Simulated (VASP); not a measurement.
The system is SiC.

```
Si C
1.0
     1.53890   -2.66750    0.00000
     1.53890    2.66750    0.00000
     0.00000    0.00000   15.12190
Si C
6 6
Direct
  0.16730 0.83270 0.85800
  0.83270 0.16730 0.35800
  0.50070 0.49930 0.52410
  0.49930 0.50070 0.02410
  0.83570 0.16430 0.69124
  0.16430 0.83570 0.19124
  0.49600 0.50400 0.65030
  0.50400 0.49600 0.15030
  0.16000 0.84000 0.98170
  0.84000 0.16000 0.48170
  0.82900 0.17100 0.81680
  0.17100 0.82900 0.31680
```

```yaml
Program: VASP 6.6.1
Task: relaxation of the atoms
Functional: PBE
Potentials_or_basis: VASP PAW PBE potentials, release 64 (Si, C)
Cutoff: 520 eV
k_mesh: 10 × 10 × 2
Occupations: fermi-dirac, width 0.02 eV
Spin: no spin polarisation
```

At the start: pressure 3.3 GPa; volume 10.35 Å³/atom.

Task: Where does the relaxation end?

Result: Over 12 steps the energy falls by 5.6 meV/atom at a fixed cell; space group P6_3mc (No. 186, to 0.1 Å) before and after.

Step by step:
| step | energy change (eV) | largest force (eV/Å) | pressure (GPa) |
| --- | --- | --- | --- |
| 1 | 0.0000 | 0.7263 | 3.31 |
| 2 | -0.0274 | 0.6891 | 3.24 |
| 3 | -0.0644 | 0.1808 | 3.16 |
| 4 | -0.0659 | 0.0980 | 3.16 |
| 5 | -0.0662 | 0.0605 | 3.16 |
| 6 | -0.0668 | 0.0337 | 3.15 |
| 7 | -0.0668 | 0.0380 | 3.15 |
| 8 | -0.0671 | 0.0338 | 3.15 |
| 9 | -0.0673 | 0.0651 | 3.15 |
| 10 | -0.0673 | 0.0508 | 3.15 |
| 11 | -0.0674 | 0.0398 | 3.15 |
| 12 | -0.0676 | 0.0175 | 3.15 |

Final structure:
```
CELL_PARAMETERS angstrom
1.53890 -2.66750 0.00000
1.53890 2.66750 0.00000
0.00000 0.00000 15.12190
ATOMIC_POSITIONS crystal
Si 0.16520 0.83480 0.85772
Si 0.83480 0.16520 0.35772
Si 0.50083 0.49917 0.52450
Si 0.49917 0.50083 0.02450
Si 0.83353 0.16647 0.69123
Si 0.16647 0.83353 0.19123
C 0.50042 0.49958 0.64983
C 0.49958 0.50042 0.14983
C 0.16585 0.83415 0.98267
C 0.83415 0.16585 0.48267
C 0.83199 0.16801 0.81620
C 0.16801 0.83199 0.31620
```
